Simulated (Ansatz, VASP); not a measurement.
## MnS in VASP and in Ansatz

Contents of INCAR:

```
SYSTEM = MnS
ALGO = Normal
EDIFF = 1E-6
ENCUT = 520
GGA = PE
ISIF = 2
ISMEAR = 0
ISPIN = 2
LASPH = .True.
LCHARG = .False.
LMAXMIX = 4
LORBIT = 11
LREAL = .False.
LWAVE = .False.
MAGMOM = 4 0
NBANDS = 20
NELM = 150
PREC = Accurate
SIGMA = 0.028000000000000004
```

KPOINTS

```
k-points
0
Gamma
  9 9 9
  0 0 0
```

Contents of POSCAR:

```
MnS
1.0
    0.0000000000      2.4734634191      2.4734634191
    2.4734634191      0.0000000000      2.4734634191
    2.4734634191      2.4734634191      0.0000000000
Mn S
1 1
Direct
    0.0000000000      0.0000000000      0.0000000000
    0.7500000000      0.7500000000      0.7500000000
```

The input input.yaml:

```yaml
crystal:
  lattice:
    - [0.0, 2.4734634191, 2.4734634191]
    - [2.4734634191, 0.0, 2.4734634191]
    - [2.4734634191, 2.4734634191, 0.0]
  atoms:
    - { symbol: Mn, position: [0.0, 0.0, 0.0], spin: 4.0 }
    - { symbol: S, position: [0.75, 0.75, 0.75] }
hamiltonian:
  xc: pbe
  pseudopotentials: { kind: paw }
magnetization:
  spin_polarized: true
kpoints:
  mp_grid: { grid: [9, 9, 9] }
scf:
  occupations: { method: gaussian, width: 0.028 }
output:
  forces: true
  stress: true
  eigenvalues: true
```

Alike in both runs: task single point; functional PBE; k mesh 9 × 9 × 9; occupations gaussian, width 0.028 eV; collinear spin.

```csv
,VASP,Ansatz
version,VASP 6.6.1,Ansatz 0.2.0
potentials or method,"VASP PAW PBE potentials, release 64 (Mn_pv, S)",Ansatz PAW
plane-wave cutoff (eV),520,420
valence electrons in the cell,19,21
```

Ansatz gave:

| Item | Value |
| --- | --- |
| gap on the k mesh at the Fermi level (eV) | none |
| pressure (GPa) | 2.9 |
| net moment per atom (μB) | 0.11 |
| size of the moment on the site where the two differ most (μB) | 0.20 |

**Question.** Estimate VASP's values.

**Answer.** gap on the k mesh at the Fermi level (eV): none; pressure (GPa): 4.4; net moment per atom (μB): 0.30; size of the moment on the site where the two differ most (μB): 0.47.

The net moments are unlike, so the other rows may belong to different states. Site moments also hang on the region over which each program counts them. A gap of «none» marks a metal or a gap that the smearing closes. VASP's potentials hold 19 valence electrons a cell and Ansatz's 21, so a difference there can come from the potentials and not from the codes.
